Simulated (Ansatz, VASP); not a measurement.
**Cr: VASP beside Ansatz**

```xyz
1
Lattice="0.0000 1.8032 1.8400 1.8032 0.0000 1.8400 1.8032 1.8032 0.0000" Properties=species:S:1:pos:R:3 pbc="T T T"
Cr    0.0000    0.0000    0.0000
```

Change from the starting cell: strain -0.0200 x Voigt [1, 1, 0, 0, 0, 0], atoms carried along.

Alike in both runs: task single point; functional PBEsol; k mesh 22 × 22 × 22; occupations gaussian, width 0.15 eV; no spin polarisation.

|  | VASP | Ansatz |
| --- | --- | --- |
| version | VASP 6.6.1 | Ansatz 0.2.0 |
| potentials or method | VASP PAW PBE potentials, release 64 (Cr_pv), cutoff 520 eV | scalar-relativistic, plane waves, PAW |
| valence electrons in the cell | 12 | 14 |

|  | VASP | Ansatz | Ansatz less VASP |
| --- | --- | --- | --- |
| gap on the k mesh at the Fermi level (eV) | none | none | - |
| pressure (GPa) | -10.7 | -10.3 | +0.46 |
| traceless stress, the component that is largest in VASP (GPa) | 3.94 | 3.97 | +0.037 |

VASP's potentials were made for PBE, not for PBEsol. A gap of «none» marks a metal or a gap that the smearing closes. The functional is the same, so the differences come from potentials, cutoffs and numerics. VASP's potentials hold 12 valence electrons a cell and Ansatz's 14, so a difference there can come from the potentials and not from the codes.
